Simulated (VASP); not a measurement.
# Be3Ni (I4/mmm) in VASP: a series of runs

Runs on Be3Ni. Level: LDA. Tasks: single point.

All numbers are computed with VASP 6.6.1; they aren't measurements. Logs are shortened: lines on timing, memory, paths and dates and some standing lists are left out, and cuts for length are marked.

## Step 1: The cell of the first run

It takes space group I4/mmm (No. 139, tetragonal). Conventional cell: a = 3.008 Å, b = 3.008 Å, c = 6.525 Å, α = 90.00°, β = 90.00°, γ = 90.00°. Be (site symmetry -4m2) has 8 Be at 2.13 to 2.22 Å and 4 Ni at 2.22 Å within 2.8 Å. Within 2.8 Å of Be (site symmetry 4/mmm) lie 4 Ni at 2.13 Å and 8 Be at 2.22 Å. Within 2.8 Å of Ni (site symmetry 4/mmm) lie 12 Be at 2.13 to 2.22 Å.

## Step 2: Single point, LDA, collinear spin, ferromagnetic start

The input, INCAR:

```
SYSTEM = Be3Ni
  PREC = Accurate
  ENCUT = 520
  EDIFF = 1E-6
  ISMEAR = -1
  SIGMA = 0.1
  LREAL = .FALSE.
  LASPH = .TRUE.
  NELM = 150
  ALGO = Normal
  ISIF = 2
  LWAVE = .FALSE.
  LCHARG = .FALSE.
  ISPIN = 2
  MAGMOM = 0 0 0 1.5
  LORBIT = 11
  LMAXMIX = 4
  GGA = CA
  NBANDS = 20
```

The input, KPOINTS:

```
Automatic mesh
0
G
  10 10 10
  0 0 0
```

The input, POSCAR:

```
Be3Ni
1.0
   -1.5040959004      1.5040959004      3.2624900180
    1.5040959004     -1.5040959004      3.2624900180
    1.5040959004      1.5040959004     -3.2624900180
Be Ni
3 1
Direct
    0.7500000000      0.2500000000      0.5000000000
    0.2500000000      0.7500000000      0.5000000000
    0.5000000000      0.5000000000      0.0000000000
    0.0000000000      0.0000000000      0.0000000000
```

Potentials or basis: VASP PAW LDA potentials, release 64 (Be, Ni).

Command:

```sh
cat potpaw_LDA.64/Be/POTCAR potpaw_LDA.64/Ni/POTCAR > POTCAR
mpirun -np 1 vasp_std > vasp.out
```

OUTCAR:

```text
SYSTEM = Be3Ni
   PREC = Accurate
   ENCUT = 520
   EDIFF = 1E-6
   ISMEAR = -1
   LREAL = .FALSE.
   LASPH = .TRUE.
   NELM = 150
   ISIF = 2
   ISPIN = 2
   LORBIT = 11
   GGA = CA

 ion  position               nearest neighbor table
   1  0.750  0.250  0.500-   2 2.13   2 2.13   2 2.13   2 2.13   4 2.22   3 2.22   4 2.22   4 2.22
                             3 2.22   3 2.22   4 2.22   3 2.22
   2  0.250  0.750  0.500-   1 2.13   1 2.13   1 2.13   1 2.13   4 2.22   3 2.22   4 2.22   3 2.22
                             4 2.22   4 2.22   3 2.22   3 2.22
   3  0.500  0.500  0.000-   4 2.13   4 2.13   4 2.13   4 2.13   2 2.22   1 2.22   2 2.22   1 2.22
                             2 2.22   2 2.22   1 2.22   1 2.22
   4  0.000  0.000  0.000-   3 2.13   3 2.13   3 2.13   3 2.13   2 2.22   1 2.22   2 2.22   2 2.22
                             1 2.22   1 2.22   2 2.22   1 2.22

  LATTYP: Found a body centered tetragonal cell.
 ALAT       =     3.0081918008
 C/A-ratio  =     2.1690704809

  Lattice vectors:

 A1 = (  -1.5040959004,   1.5040959004,   3.2624900180)
 A2 = (   1.5040959004,  -1.5040959004,   3.2624900180)
 A3 = (   1.5040959004,   1.5040959004,  -3.2624900180)

Analysis of symmetry for initial positions (statically):
=====================================================================
 Subroutine PRICEL returns:
 Original cell was already a primitive cell.

 Routine SETGRP: Setting up the symmetry group for a
 body centered tetragonal supercell.

 Subroutine GETGRP returns: Found 16 space group operations
 (whereof 16 operations were pure point group operations)
 out of a pool of 16 trial point group operations.

The static configuration has the point symmetry D_4h.

Analysis of symmetry for dynamics (positions and initial velocities):
=====================================================================
 Subroutine PRICEL returns:
 Original cell was already a primitive cell.

 Routine SETGRP: Setting up the symmetry group for a
 body centered tetragonal supercell.

 Subroutine GETGRP returns: Found 16 space group operations
 (whereof 16 operations were pure point group operations)
 out of a pool of 16 trial point group operations.

The dynamic configuration has the point symmetry D_4h.

Analysis of structural, dynamic, and magnetic symmetry:
=====================================================================
 Subroutine PRICEL returns:
 Original cell was already a primitive cell.

 Routine SETGRP: Setting up the symmetry group for a
 body centered tetragonal supercell.

 Subroutine GETGRP returns: Found 16 space group operations
 (whereof 16 operations were pure point group operations)
 out of a pool of 16 trial point group operations.

The overall configuration has the point symmetry D_4h.

 Subroutine INISYM returns: Found 16 space group operations
 (whereof 16 operations are pure point group operations),
 and found     1 'primitive' translations

----------------------------------------------------------------------------------------

                                     Primitive cell

  volume of cell :      29.5230

  direct lattice vectors                    reciprocal lattice vectors
    -1.504095900  1.504095900  3.262490018     0.000000000  0.332425612  0.153257174
     1.504095900 -1.504095900  3.262490018     0.332425612  0.000000000  0.153257174
     1.504095900  1.504095900 -3.262490018     0.332425612  0.332425612  0.000000000

  length of vectors
     3.894669443  3.894669443  3.894669443     0.366052658  0.366052658  0.470120809

  position of ions in fractional coordinates (direct lattice)
     0.750000000  0.250000000  0.500000000
     0.250000000  0.750000000  0.500000000
     0.500000000  0.500000000  0.000000000
     0.000000000  0.000000000  0.000000000

  ion indices of the primitive-cell ions
   primitive index   ion index
                 1           1
                 2           2
                 3           3
                 4           4

----------------------------------------------------------------------------------------

 KPOINTS: Automatic mesh

Automatic generation of k-mesh.
 Grid dimensions read from file:
 generate k-points for:   10   10   10

 Generating k-lattice:

  Cartesian coordinates                     Fractional coordinates (reciprocal lattice)
     0.000000000  0.033242561  0.015325717     0.100000000  0.000000000 -0.000000000
     0.033242561  0.000000000  0.015325717     0.000000000  0.100000000 -0.000000000
     0.033242561  0.033242561  0.000000000     0.000000000  0.000000000  0.100000000

  Length of vectors
     0.036605266  0.036605266  0.047012081

  Shift w.r.t. Gamma in fractional coordinates (k-lattice)
     0.000000000  0.000000000  0.000000000

 Subroutine IBZKPT returns following result:
 ===========================================

 Found    102 irreducible k-points:

 Following reciprocal coordinates:
            Coordinates               Weight
  0.000000  0.000000  0.000000      1.000000
  0.100000  0.000000 -0.000000      8.000000
  0.200000  0.000000 -0.000000      8.000000
  0.300000  0.000000 -0.000000      8.000000
  0.400000  0.000000 -0.000000      8.000000
  0.500000  0.000000  0.000000      4.000000
[... 16 lines left out ...]
  0.300000  0.300000 -0.000000      8.000000
  0.400000  0.300000 -0.000000     16.000000
 [... further k-points ...]
   k-points           NKPTS =    102   k-points in BZ     NKDIM =    102   number of bands    NBANDS=     20
   number of dos      NEDOS =    301   number of ions     NIONS =      4
   total plane-waves  NPLWV =  27000
   dimension x,y,z NGX =    30 NGY =   30 NGZ =   30
   dimension x,y,z NGXF=    60 NGYF=   60 NGZF=   60
   ions per type =               3   1
   NGX,Y,Z   is equivalent  to a cutoff of  12.81, 12.81, 12.81 a.u.
   NGXF,Y,Z  is equivalent  to a cutoff of  25.61, 25.61, 25.61 a.u.
 SYSTEM =  Be3Ni
   PREC   = accura    normal or accurate (medium, high low for compatibility)
   ISTART =      0    job   : 0-new  1-cont  2-samecut
   ICHARG =      2    charge: 1-file 2-atom 10-const
   ISPIN  =      2    spin polarized calculation?
   LNONCOLLINEAR =      F non collinear calculations
   LSORBIT =      F    spin-orbit coupling
   LASPH  =      T    aspherical Exc in radial PAW
   ENCUT  =  520.0 eV  38.22 Ry    6.18 a.u.   7.24  7.24  7.24*2*pi/ulx,y,z
   NELM   =    150;   NELMIN=  2; NELMDL= -5     # of ELM steps
   EDIFF  = 0.1E-05   stopping-criterion for ELM
   LREAL  =      F    real-space projection
   EDIFFG = 0.1E-04   stopping-criterion for IOM
   NSW    =      0    number of steps for IOM
   IBRION =     -1    ionic relax: 0-MD 1-quasi-New 2-CG
   NFREE  =      0    steps in history (QN), initial steepest desc. (CG)
   ISIF   =      2    stress and relaxation
   ISYM   =      2    0-nonsym 1-usesym 2-fastsym
   POTIM  = 0.5000    time-step for ionic-motion
   TEBEG  =    0.0;   TEEND  =   0.0 temperature during run
   PSTRESS=    0.0 pullay stress
   NELECT =      16.0000    total number of electrons
   NUPDOWN=      -1.0000    fix difference up-down
   EMIN   =  10.00;   EMAX   =-10.00  energy-range for DOS
   EFERMI =   0.00;   METHOD = LEGACY
   ISMEAR =    -1;   SIGMA  =   0.10  broadening in eV -4-tet -1-fermi 0-gaus
   EFERMI_NEDOS =   21; number of points for ismear=-14 and -15
   IALGO  =     38    algorithm
   IMIX   =      4    mixing-type and parameters
     AMIX     =   0.40;   BMIX     =  1.00
     AMIX_MAG =   1.60;   BMIX_MAG =  1.00
  volume/ion in A,a.u.               =       7.38        49.81
  Fermi-wavevector in a.u.,A,eV,Ry     =   1.334734  2.522282 24.238984  1.781515
  Thomas-Fermi vector in A             =   2.463493
   LORBIT       =     11    0 simple, 1 ext, 2 COOP (PROOUT), +10 PAW based schemes
   GGA     = CA    functional components
   LHFCALC =     F    Hartree Fock is set to
   AEXX    =    0.0000 exact exchange contribution
   IVDW    =     0    specifies the selected vdW correction
   LEPSILON=     F    determine dielectric tensor
   LRPA    =     F    only Hartree local field effects (RPA)
 spin polarized calculation
  energy-cutoff  :      520.00
  volume of cell :       29.52
 maximum number of plane-waves:       825
 NGX is ok and might be reduce to    30
   NGX = 15   NGY = 15   NGZ = 15

 number of electron      16.0000000 magnetization      -0.0042074

 number of electron      16.0000000 magnetization       0.0000622

 Free energy of the ion-electron system (eV)
  ---------------------------------------------------
  ext. energy  EPLUGINS =         0.00000000
  ---------------------------------------------------
  free energy    TOTEN  =       -20.29323908 eV

  energy without entropy =      -20.26589497  energy(sigma->0) =      -20.27956703

 E-fermi :   8.8308     XC(G=0): -12.2160

 val. band max:        8.7725925233   @ k =  -0.1000  -0.3000   0.1000
 cond. band min:       8.8436926486   @ k =  -0.4000  -0.4000   0.4000
 fundamental gap:      0.0711001253
 Fermi energy:         8.8308477364

 spin component 1

 k-point     1 :       0.0000    0.0000    0.0000
  band No.  band energies     occupation
      1      -2.2641      1.00000
      2       4.9552      1.00000
      3       5.3289      1.00000
      4       5.5025      1.00000
      5       5.5025      1.00000
      6       6.4913      1.00000
[... 541 lines left out ...]
     19      27.7798      0.00000
     20      30.4539      0.00000

 [... further k-points ...]

 spin component 2

 k-point     1 :       0.0000    0.0000    0.0000
  band No.  band energies     occupation
      1      -2.2641      1.00000
      2       4.9553      1.00000
      3       5.3289      1.00000
      4       5.5025      1.00000
      5       5.5025      1.00000
      6       6.4914      1.00000
[... 541 lines left out ...]
     19      27.7798      0.00000
     20      30.4539      0.00000

 [... further k-points ...]
[... 5 lines left out ...]
  --------------------------------------------------------------------------------------
  -------------------------------------------------------------------------------------
  Total        3.1776672      3.1776672      3.0944517      0.0000000      0.0000000      0.0000000
  in kB      172.4482349    172.4482349    167.9322292      0.0000000      0.0000000      0.0000000
  external PRESSURE =     170.9428997 kB  Pullay stress =       0.0000000 kB

 VOLUME and BASIS-vectors are now :
 -----------------------------------------------------------------------------
  energy-cutoff  :      520.00
  volume of cell :       29.52
      direct lattice vectors                 reciprocal lattice vectors
    -1.504095900  1.504095900  3.262490018     0.000000000  0.332425612  0.153257174
     1.504095900 -1.504095900  3.262490018     0.332425612  0.000000000  0.153257174
     1.504095900  1.504095900 -3.262490018     0.332425612  0.332425612  0.000000000

 POSITION                                       TOTAL-FORCE (eV/Angst)
 -----------------------------------------------------------------------------------
      0.00000      1.50410      1.63125         0.000000     -0.000000      0.000000
      1.50410      0.00000      1.63125        -0.000000      0.000000      0.000000
      0.00000      0.00000      3.26249        -0.000000      0.000000     -0.000000
      0.00000      0.00000      0.00000        -0.000000      0.000000     -0.000000
 -----------------------------------------------------------------------------------
    total drift:                               -0.000000      0.000000      0.000000

  FREE ENERGIE OF THE ION-ELECTRON SYSTEM (eV)
  ---------------------------------------------------
  free  energy   TOTEN  =       -20.2932390835 eV

  energy  without entropy=      -20.2658949689  energy(sigma->0) =      -20.27956703

 total charge

# of ion       s       p       d       tot
------------------------------------------
    1        0.456   0.839   0.000   1.295
    2        0.456   0.839   0.000   1.295
    3        0.472   0.808   0.000   1.281
    4        0.593   0.798   8.493   9.884
--------------------------------------------------
tot          1.977   3.285   8.493  13.755

 magnetization (x)

# of ion       s       p       d       tot
------------------------------------------
    1        0.000   0.000   0.000   0.000
    2        0.000   0.000   0.000   0.000
    3       -0.000   0.000   0.000  -0.000
    4       -0.000   0.000   0.000   0.000
--------------------------------------------------
tot          0.000   0.000   0.000   0.000
```

Run time: 94 s. Hardware: 1 thread of Intel Xeon 6975P-C (Granite Rapids), shared host; peak memory 0.22 GiB.

What came out:

| Quantity | Value |
| --- | --- |
| Free energy | -20.2932 eV |
| Pressure | 17.1 GPa |
| Band gap on the k mesh | zero (filled and empty bands overlap) |
| Net moment | 0.00 μB per cell |
| Valence electrons inside the program's atomic spheres | Be 1.29, 1.28 (each value once); Ni 9.88 |

Caveat: the cell stands under pressure.

[end of part 1 of 3]
